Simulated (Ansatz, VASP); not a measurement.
Two plane-wave programs on Mg3Re

```xyz
8
Lattice="5.8832 0.0000 0.0000 -2.9416 5.0950 0.0000 0.0000 0.0000 4.7915" Properties=species:S:1:pos:R:3 pbc="T T T"
Mg    2.9416    3.3184    1.1979
Mg   -1.4031    4.2067    3.5937
Mg    1.5385    0.8883    1.1979
Mg    0.0000    1.7765    3.5937
Mg    4.3446    0.8883    1.1979
Mg    1.4031    4.2067    3.5937
Re    0.0000    3.3966    1.1979
Re    2.9416    1.6983    3.5937
```

Alike in both runs: task relaxation of cell and atoms; functional PBE; k mesh 6 × 6 × 8; occupations gaussian, width 0.1 eV; no spin polarisation.

|  | VASP | Ansatz |
| --- | --- | --- |
| version | VASP 6.6.1 | Ansatz 0.2.0 |
| potentials or method | VASP PAW PBE potentials, release 64 (Mg, Re), cutoff 600 eV | scalar-relativistic, plane waves, PAW |
| valence electrons in the cell | 26 | 90 |

```csv
,VASP,Ansatz,Ansatz less VASP
"gap on the k mesh at the Fermi level, each at its own relaxed structure (eV)",none,none,-
relaxed volume (Å³/atom),18.00,18.02,+0.023
relaxed length of the cell vector where the two differ most in proportion (Å),4.796,4.799,+0.0035
```

A gap of «none» marks a metal or a gap that the smearing closes. VASP's potentials hold 26 valence electrons a cell and Ansatz's 90, so a difference there can come from the potentials and not from the codes.

Spin-orbit coupling is off throughout.
